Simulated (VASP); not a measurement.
A run of VASP 6.6.1:

Contents of INCAR:

```
PREC = Accurate
ENCUT = 520
EDIFF = 1E-6
ISMEAR = -1
SIGMA = 0.05
LREAL = False
LASPH = True
NELM = 100
ALGO = Normal
ISIF = 2
LWAVE = False
LCHARG = False
NBANDS = 14
```

The input KPOINTS:

```
Automatic mesh
0
Gamma
  9 9 5
```

Contents of POSCAR:

```
Re
1.0
    2.7608000000      0.0000000000      0.0000000000
   -1.3804000000      2.3909229348      0.0000000000
    0.0000000000      0.0000000000      4.4582000000
Re
2
Direct
    0.3339419722      0.7866748746      0.2500000000
    1.3327245873      0.2133251526      0.7500000000
```

Potentials or basis: VASP PAW LDA potentials, release 64 (Re).

Command:

```bash
$ cat potpaw_LDA.64/Re/POTCAR > POTCAR
$ mpirun -np 1 vasp_std > vasp.out
```

Hardware: 1 thread of AMD EPYC 7R43 64-Core Processor (Zen 3), with other jobs on the host.

Question: Estimate the wall time of this run.

Answer: Wall time 64 s on 1 thread of AMD EPYC 7R43 64-Core Processor (Zen 3), on a shared host, peak memory 0.14 GiB. Counts: scf iterations 11, k points 123.
